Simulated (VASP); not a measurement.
# Be2CdO6 in VASP: single point with PBE

Aim: the single point of Be2CdO6 with PBE.

All numbers are computed with VASP 6.6.1; they aren't measurements. Logs are shortened: lines on timing, memory, paths and dates and some standing lists are left out, and cuts for length are marked.

### 1 The cell of the first run

The typed cell holds 9 atoms: a = 3.482 Å, b = 3.482 Å, c = 8.521 Å, α = 90.00°, β = 90.00°, γ = 60.00°.

### 2 Single point, PBE

The input, POSCAR:

```
Be2CdO6
1.0
    1.7408480000      3.0152350000      0.0000000000
   -1.7408480000      3.0152350000      0.0000000000
    0.0000000000      0.0000000000      8.5213330000
O Be Cd
6 2 1
Direct
    0.6667000000      0.6666000000      0.6600000000
    0.3333000000      0.3334000000      0.3400000000
    0.6667000000      0.6666000000      0.9400000000
    0.3333000000      0.3334000000      0.0600000000
    0.0000000000      0.0000000000      0.2100000000
    0.0000000000      0.0000000000      0.7900000000
    0.6667000000      0.6666000000      0.3570000000
    0.3333000000      0.3334000000      0.6430000000
    0.0000000000      0.0000000000      0.0000000000
```

The input, INCAR.step1:

```
SYSTEM = Be2CdO6
ALGO = Normal
EDIFF = 1E-6
ENCUT = 520
GGA = PE
ISIF = 2
ISMEAR = -1
LASPH = .True.
LCHARG = .True.
LREAL = .False.
LWAVE = .False.
NBANDS = 36
NELM = 100
PREC = Accurate
SIGMA = 0.1
```

The input, KPOINTS.step1:

```
k-points
0
Gamma
  11 11 4
  0 0 0
```

The input, INCAR.step2:

```
SYSTEM = Be2CdO6
ALGO = Normal
EDIFF = 1E-6
ENCUT = 520
GGA = PE
ICHARG = 11
ISIF = 2
ISMEAR = -5
LASPH = .True.
LCHARG = .False.
LORBIT = 11
LREAL = .False.
LWAVE = .False.
NBANDS = 36
NEDOS = 1001
NELM = 100
PREC = Accurate
SIGMA = 0.1
```

The input, KPOINTS.step2:

```
k-points
0
Gamma
  17 17 6
  0 0 0
```

Potentials or basis: VASP PAW PBE potentials, release 64 (O, Be, Cd).

Launch:

```console
$ cat potpaw_PBE.64/O/POTCAR potpaw_PBE.64/Be/POTCAR potpaw_PBE.64/Cd/POTCAR > POTCAR
$ cp INCAR.step1 INCAR
$ cp KPOINTS.step1 KPOINTS
$ mpirun -np 1 vasp_std > vasp.out
$ cp INCAR.step2 INCAR
$ cp KPOINTS.step2 KPOINTS
$ mpirun -np 1 vasp_std > vasp.out
```

OUTCAR:

```text
SYSTEM = Be2CdO6
   EDIFF = 1E-6
   ENCUT = 520
   GGA = PE
   ICHARG = 11
   ISIF = 2
   ISMEAR = -5
   LASPH = .True.
   LORBIT = 11
   LREAL = .False.
   NELM = 100
   PREC = Accurate

 ion  position               nearest neighbor table
   1  0.667  0.667  0.660-   8 2.02   8 2.02   8 2.02
   2  0.333  0.333  0.340-   7 2.02   7 2.02   7 2.02
   3  0.667  0.667  0.940-   9 2.07   9 2.07   9 2.07
   4  0.333  0.333  0.060-   9 2.07   9 2.07   9 2.07
   5  0.000  0.000  0.210-   9 1.79
   6  0.000  0.000  0.790-   9 1.79
   7  0.667  0.667  0.357-   2 2.02   2 2.02   2 2.02
   8  0.333  0.333  0.643-   1 2.02   1 2.02   1 2.02
   9  0.000  0.000  0.000-   5 1.79   6 1.79   3 2.07   4 2.07   4 2.07   3 2.07   3 2.07   4 2.07

  LATTYP: Found a hexagonal cell.
 ALAT       =     3.4816941084
 C/A-ratio  =     2.4474674497

  Lattice vectors:

 A1 = (   1.7408480000,  -3.0152350000,   0.0000000000)
 A2 = (   1.7408480000,   3.0152350000,   0.0000000000)
 A3 = (   0.0000000000,   0.0000000000,   8.5213330000)

Analysis of symmetry for initial positions (statically):
=====================================================================
 Subroutine PRICEL returns:
 Original cell was already a primitive cell.

 Routine SETGRP: Setting up the symmetry group for a
 hexagonal supercell.

 Subroutine GETGRP returns: Found  4 space group operations
 (whereof  4 operations were pure point group operations)
 out of a pool of 24 trial point group operations.

The static configuration has the point symmetry C_2h.

Analysis of symmetry for dynamics (positions and initial velocities):
=====================================================================
 Subroutine PRICEL returns:
 Original cell was already a primitive cell.

 Routine SETGRP: Setting up the symmetry group for a
 hexagonal supercell.

 Subroutine GETGRP returns: Found  4 space group operations
 (whereof  4 operations were pure point group operations)
 out of a pool of 24 trial point group operations.

The dynamic configuration has the point symmetry C_2h.

 Subroutine INISYM returns: Found  4 space group operations
 (whereof  4 operations are pure point group operations),
 and found     1 'primitive' translations

----------------------------------------------------------------------------------------

                                     Primitive cell

  volume of cell :      89.4581

  direct lattice vectors                    reciprocal lattice vectors
     1.740848000  3.015235000  0.000000000     0.287216345  0.165824554  0.000000000
    -1.740848000  3.015235000  0.000000000    -0.287216345  0.165824554  0.000000000
     0.000000000  0.000000000  8.521333000     0.000000000  0.000000000  0.117352532

  length of vectors
     3.481694108  3.481694108  8.521333000     0.331648928  0.331648928  0.117352532

  position of ions in fractional coordinates (direct lattice)
     0.666700000  0.666600000  0.660000000
     0.333300000  0.333400000  0.340000000
     0.666700000  0.666600000  0.940000000
     0.333300000  0.333400000  0.060000000
     0.000000000  0.000000000  0.210000000
     0.000000000  0.000000000  0.790000000
     0.666700000  0.666600000  0.357000000
     0.333300000  0.333400000  0.643000000
     0.000000000  0.000000000  0.000000000

  ion indices of the primitive-cell ions
   primitive index   ion index
                 1           1
                 2           2
                 3           3
                 4           4
                 5           5
                 6           6
                 7           7
                 8           8
                 9           9

----------------------------------------------------------------------------------------

 KPOINTS: k-points

Automatic generation of k-mesh.
 Grid dimensions read from file:
 generate k-points for:   17   17    6

 Generating k-lattice:

  Cartesian coordinates                     Fractional coordinates (reciprocal lattice)
     0.016895079  0.009754386  0.000000000     0.058823529  0.000000000  0.000000000
    -0.016895079  0.009754386  0.000000000     0.000000000  0.058823529  0.000000000
     0.000000000  0.000000000  0.019558755     0.000000000  0.000000000  0.166666667

  Length of vectors
     0.019508760  0.019508760  0.019558755

  Shift w.r.t. Gamma in fractional coordinates (k-lattice)
     0.000000000  0.000000000  0.000000000

 TETIRR: Found   5198 inequivalent tetrahedra from    10404

 Subroutine IBZKPT returns following result:
 ===========================================

 Found    468 irreducible k-points:

 Following reciprocal coordinates:
            Coordinates               Weight
  0.000000  0.000000  0.000000      1.000000
  0.058824  0.000000  0.000000      4.000000
  0.000000  0.058824  0.000000      2.000000
  0.117647 -0.000000  0.000000      4.000000
 -0.000000  0.117647  0.000000      2.000000
  0.176471  0.000000  0.000000      4.000000
[... 16 lines left out ...]
  0.235294  0.058824  0.000000      4.000000
  0.176471  0.235294  0.000000      4.000000
 [... further k-points ...]
   k-points           NKPTS =    468   k-points in BZ     NKDIM =    468   number of bands    NBANDS=     36
   number of dos      NEDOS =   1001   number of ions     NIONS =      9
   total plane-waves  NPLWV =  50176
   dimension x,y,z NGX =    28 NGY =   28 NGZ =   64
   dimension x,y,z NGXF=    56 NGYF=   56 NGZF=  128
   ions per type =               6   2   1
   NGX,Y,Z   is equivalent  to a cutoff of  13.37, 13.37, 12.49 a.u.
   NGXF,Y,Z  is equivalent  to a cutoff of  26.74, 26.74, 24.97 a.u.
 SYSTEM =  Be2CdO6
   PREC   = accura    normal or accurate (medium, high low for compatibility)
   ISTART =      0    job   : 0-new  1-cont  2-samecut
   ICHARG =     11    charge: 1-file 2-atom 10-const
   ISPIN  =      1    spin polarized calculation?
   LNONCOLLINEAR =      F non collinear calculations
   LSORBIT =      F    spin-orbit coupling
   LASPH  =      T    aspherical Exc in radial PAW
   ENCUT  =  520.0 eV  38.22 Ry    6.18 a.u.   6.47  6.47 15.84*2*pi/ulx,y,z
   NELM   =    100;   NELMIN=  2; NELMDL=  0     # of ELM steps
   EDIFF  = 0.1E-05   stopping-criterion for ELM
   LREAL  =      F    real-space projection
   EDIFFG = 0.1E-04   stopping-criterion for IOM
   NSW    =      0    number of steps for IOM
   IBRION =     -1    ionic relax: 0-MD 1-quasi-New 2-CG
   NFREE  =      0    steps in history (QN), initial steepest desc. (CG)
   ISIF   =      2    stress and relaxation
   ISYM   =      2    0-nonsym 1-usesym 2-fastsym
   POTIM  = 0.5000    time-step for ionic-motion
   TEBEG  =    0.0;   TEEND  =   0.0 temperature during run
   PSTRESS=    0.0 pullay stress
   NELECT =      52.0000    total number of electrons
   NUPDOWN=      -1.0000    fix difference up-down
   EMIN   =  10.00;   EMAX   =-10.00  energy-range for DOS
   EFERMI =   0.00;   METHOD = LEGACY
   ISMEAR =    -5;   SIGMA  =   0.10  broadening in eV -4-tet -1-fermi 0-gaus
   EFERMI_NEDOS =   21; number of points for ismear=-14 and -15
   IALGO  =     38    algorithm
   IMIX   =      4    mixing-type and parameters
     AMIX     =   0.40;   BMIX     =  1.00
     AMIX_MAG =   1.60;   BMIX_MAG =  1.00
  volume/ion in A,a.u.               =       9.94        67.08
  Fermi-wavevector in a.u.,A,eV,Ry     =   1.366269  2.581873 25.397859  1.866690
  Thomas-Fermi vector in A             =   2.492424
   LORBIT       =     11    0 simple, 1 ext, 2 COOP (PROOUT), +10 PAW based schemes
   GGA     = PE    functional components
   LHFCALC =     F    Hartree Fock is set to
   AEXX    =    0.0000 exact exchange contribution
   IVDW    =     0    specifies the selected vdW correction
   LEPSILON=     F    determine dielectric tensor
   LRPA    =     F    only Hartree local field effects (RPA)
 non-spin polarized calculation
 Fermi weights with tetrahedron method with Bloechl corrections
  energy-cutoff  :      520.00
  volume of cell :       89.46
 maximum number of plane-waves:      2438
 NGX is ok and might be reduce to    28

 number of electron      52.0000009 magnetization

 Free energy of the ion-electron system (eV)
  ---------------------------------------------------
  ext. energy  EPLUGINS =         0.00000000
  ---------------------------------------------------
  free energy    TOTEN  =       -31.97655287 eV

  energy without entropy =      -31.97655287  energy(sigma->0) =      -31.97655287

 E-fermi :   2.2031     XC(G=0): -10.7671

 val. band max:        2.2126024454   @ k =   0.2941  -0.4706   0.3333
 cond. band min:       2.1924837126   @ k =   0.4706   0.2353   0.0000
 fundamental gap:     -0.0201187328
 Fermi energy:         2.2031474326

 k-point     1 :       0.0000    0.0000    0.0000
  band No.  band energies     occupation
      1     -17.8883      2.00000
      2     -16.1853      2.00000
      3     -16.1005      2.00000
      4     -14.1344      2.00000
      5     -13.9171      2.00000
      6     -13.2322      2.00000
[... 28 lines left out ...]
     35      11.1313      0.00000
     36      11.4378      0.00000

 k-point     2 :       0.0588    0.0000    0.0000
  band No.  band energies     occupation
      1     -17.8554      2.00000
      2     -16.1682      2.00000
      3     -16.0871      2.00000
      4     -14.1396      2.00000
      5     -13.9435      2.00000
      6     -13.2783      2.00000
[... 28 lines left out ...]
     35      11.1633      0.00000
     36      11.4993      0.00000

 k-point     3 :       0.0000    0.0588    0.0000
  band No.  band energies     occupation
      1     -17.8554      2.00000
      2     -16.1682      2.00000
      3     -16.0871      2.00000
      4     -14.1396      2.00000
      5     -13.9435      2.00000
      6     -13.2783      2.00000
[... 28 lines left out ...]
     35      11.1612      0.00000
     36      11.4605      0.00000

 k-point     4 :       0.1176   -0.0000    0.0000
  band No.  band energies     occupation
      1     -17.7582      2.00000
      2     -16.1181      2.00000
      3     -16.0487      2.00000
      4     -14.1549      2.00000
      5     -14.0270      2.00000
      6     -13.3966      2.00000
[... 28 lines left out ...]
     35      11.2478      0.00000
     36      11.4702      0.00000

 k-point     5 :      -0.0000    0.1176    0.0000
  band No.  band energies     occupation
      1     -17.7582      2.00000
      2     -16.1181      2.00000
      3     -16.0487      2.00000
      4     -14.1549      2.00000
      5     -14.0270      2.00000
      6     -13.3966      2.00000
[... 655 lines left out ...]
 k-point    22 :      -0.0588    0.1176    0.0000
  band No.  band energies     occupation
      1     -17.6634      2.00000
      2     -16.0700      2.00000
      3     -16.0131      2.00000
      4     -14.1699      2.00000
      5     -14.1146      2.00000
      6     -13.4904      2.00000
[... 28 lines left out ...]
     35      11.2444      0.00000
     36      11.6277      0.00000

 k-point    23 :       0.2353    0.0588    0.0000
  band No.  band energies     occupation
      1     -17.4815      2.00000
      2     -15.9827      2.00000
      3     -15.9476      2.00000
      4     -14.2909      2.00000
      5     -14.1978      2.00000
      6     -13.6297      2.00000
[... 28 lines left out ...]
     35      11.2965      0.00000
     36      11.7596      0.00000

 k-point    24 :       0.1765    0.2353    0.0000
  band No.  band energies     occupation
      1     -17.4815      2.00000
      2     -15.9827      2.00000
      3     -15.9476      2.00000
      4     -14.2908      2.00000
      5     -14.1978      2.00000
      6     -13.6298      2.00000
[... 28 lines left out ...]
     35      11.2936      0.00000
     36      11.7638      0.00000

 [... further k-points ...]

------------------------ aborting loop because EDIFF is reached ----------------------------------------

  FORCE on cell =-STRESS in cart. coord.  units (eV):
  Direction    XX          YY          ZZ          XY          YZ          ZX
  --------------------------------------------------------------------------------------
  -------------------------------------------------------------------------------------
  Total        4.5270275      4.5162173     26.1505127     -0.0093562      0.0005943     -0.0010294
  in kB       81.0782123     80.8846038    468.3507712     -0.1675683      0.0106438     -0.0184356
  external PRESSURE =     210.1045291 kB  Pullay stress =       0.0000000 kB

 VOLUME and BASIS-vectors are now :
 -----------------------------------------------------------------------------
  energy-cutoff  :      520.00
  volume of cell :       89.46
      direct lattice vectors                 reciprocal lattice vectors
     1.740848000  3.015235000  0.000000000     0.287216345  0.165824554  0.000000000
    -1.740848000  3.015235000  0.000000000    -0.287216345  0.165824554  0.000000000
     0.000000000  0.000000000  8.521333000     0.000000000  0.000000000  0.117352532

 POSITION                                       TOTAL-FORCE (eV/Angst)
 -----------------------------------------------------------------------------------
      0.00017      4.02021      5.62408         0.000930     -0.000537     -4.139859
     -0.00017      2.01026      2.89725        -0.000930      0.000537      4.139859
      0.00017      4.02021      8.01005        -0.000471      0.000272     -0.670892
     -0.00017      2.01026      0.51128         0.000471     -0.000272      0.670892
      0.00000      0.00000      1.78948        -0.000412      0.000238      6.242309
      0.00000      0.00000      6.73185         0.000412     -0.000238     -6.242309
      0.00017      4.02021      3.04212         0.001056     -0.000610     -0.791763
     -0.00017      2.01026      5.47922        -0.001056      0.000610      0.791763
      0.00000      0.00000      0.00000        -0.000000      0.000000     -0.000000
 -----------------------------------------------------------------------------------
    total drift:                                0.000000      0.000000     -0.000000

  FREE ENERGIE OF THE ION-ELECTRON SYSTEM (eV)
  ---------------------------------------------------
  free  energy   TOTEN  =       -31.9765528743 eV

  energy  without entropy=      -31.9765528743  energy(sigma->0) =      -31.97655287

 total charge

# of ion       s       p       d       tot
------------------------------------------
    1        1.593   3.253   0.000   4.846
    2        1.593   3.253   0.000   4.846
    3        1.633   3.245   0.000   4.878
    4        1.633   3.245   0.000   4.878
    5        1.623   3.259   0.000   4.882
    6        1.623   3.259   0.000   4.882
    7        0.249   0.307   0.000   0.556
    8        0.249   0.307   0.000   0.556
    9        0.505   0.773   9.525  10.804
--------------------------------------------------
tot         10.701  20.902   9.525  41.128
```

It took 48 min on 1 thread of Oxide Virtual Turin-like, shared host; peak memory 1.1 GiB.

What came out:

| Property | Result |
| --- | --- |
| Valence electrons inside the program's atomic spheres | O 4.85, 4.88 (each value once); Be 0.56; Cd 10.80 |

Caveat: tetrahedron occupations give inexact forces and stress in metals.
